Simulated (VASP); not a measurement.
A run of VASP 6.6.1 is set up as follows.

INCAR

```
SYSTEM = WS2
ALGO     = Normal         ! electronic algorithm
EDIFF    = 1E-6           ! SCF threshold, eV
ENCUT    = 520            ! plane-wave cutoff, eV
GGA      = PS             ! functional
ISIF     = 2              ! what is computed and relaxed
ISMEAR   = 0              ! smearing method
LASPH    = .True.         ! aspherical terms in the spheres
LCHARG   = .True.         ! write CHGCAR
LELF     = .True.         ! ELF
LREAL    = .False.        ! projectors in reciprocal space
LVHAR    = .True.       
LWAVE    = .False.        ! write WAVECAR
NBANDS   = 20             ! bands
NELM     = 60             ! most SCF steps
PREC     = Accurate       ! precision mode
SIGMA    = 0.05           ! smearing width, eV
```

The input KPOINTS:

```
k-points
0
Gamma
  12 12 12
  0 0 0
```

POSCAR

```
WS2
1.0
    1.4526803535      0.8387053932      5.9167968000
   -1.4526803535      0.8387053932      5.9167968000
    0.0000000000     -1.6774107863      5.9167968000
W S
1 2
Direct
    0.0000000000      0.0000000000      0.0000000000
    0.7503000000      0.7503000000      0.7503000000
    0.5810000000      0.5810000000      0.5810000000
```

Potentials or basis: VASP PAW PBE potentials, release 64 (W_sv, S).

Launch:

```sh
$ cat potpaw_PBE.64/W_sv/POTCAR potpaw_PBE.64/S/POTCAR > POTCAR
$ mpirun -np 1 vasp_std > vasp.out
```

(1) Predict the pressure.

(2) Predict the band gap on the k mesh.

(3) What does it give for the largest force?

## Answers

(1) 53.4 GPa.

(2) 0.96 eV (least direct gap 2.55 eV).

(3) 4.660 eV/Å.

Caveat: the cell differs from its parent crystal (strain -0.080 along x and y, -0.040 along z); the cell stands under pressure; the PAW data sets were made with another functional, which shifts forces and pressure a little; spin-orbit coupling is left out, which moves the levels of the heavy elements.
